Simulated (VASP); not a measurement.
A run of VASP 6.6.1:

File INCAR:

```
  PREC = Accurate
  ENCUT = 520
  EDIFF = 1E-6
  ISMEAR = -1
  SIGMA = 0.1
  LREAL = F
  LASPH = T
  NELM = 150
  ALGO = Normal
  ISIF = 2
  LWAVE = F
  LCHARG = T
  ISPIN = 2
  MAGMOM = 0.38 0.05
  LORBIT = 11
  NUPDOWN = 0.4
  LMAXMIX = 4
  GGA = PE
  LELF = T
  LVHAR = T
  NBANDS = 19
```

Contents of KPOINTS:

```
Automatic mesh
0
Gamma
  14 14 14
```

Contents of POSCAR:

```
NiO
1.0
    0.0000000000      2.0859000000      2.0859000000
    2.0859000000      0.0000000000      2.0859000000
    2.0859000000      2.0859000000      0.0000000000
Ni O
1 1
Direct
    0.0000000000      0.0000000000      0.0000000000
    0.5000000000      0.5000000000      0.5000000000
```

Potentials or basis: VASP PAW PBE potentials, release 64 (Ni, O).

Run with:

```bash
$ cat potpaw_PBE.64/Ni/POTCAR potpaw_PBE.64/O/POTCAR > POTCAR
$ mpirun -np 1 vasp_std > vasp.out
```

Hardware: 1 thread of Intel Xeon 8259CL (shared host).

Q: How long does it take, and how much memory?

A: Wall time 95 s on 1 thread of Intel Xeon 8259CL (shared host), peak memory 0.19 GiB. Counts: scf iterations 14, k points 104.
